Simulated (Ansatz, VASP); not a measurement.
# PbF2: VASP beside Ansatz

```
Pb F
1.0
     0.00000    2.96966    2.96966
     2.96966    0.00000    2.96966
     2.96966    2.96966    0.00000
Pb F
1 2
Direct
  0.00000 0.00000 0.00000
  0.25000 0.25000 0.25000
  0.75000 0.75000 0.75000
```

Alike in both runs: task single point; functional PBE; k mesh 8 × 8 × 8; occupations gaussian, width 0.02 eV; no spin polarisation.

```csv
,VASP,Ansatz
version,VASP 6.6.1,Ansatz 0.2.0
potentials or method,"VASP PAW PBE potentials, release 64 (Pb_d, F), cutoff 520 eV","scalar-relativistic, plane waves, PAW"
valence electrons in the cell,28,28
```

```tsv
	VASP	Ansatz	Ansatz less VASP
gap on the k mesh at the Fermi level (eV)	4.42	4.42	+0.003
least direct gap on the mesh (eV)	4.56	4.57	+0.002
pressure (GPa)	2.0	2.2	+0.20
```

Spin-orbit coupling is off throughout.
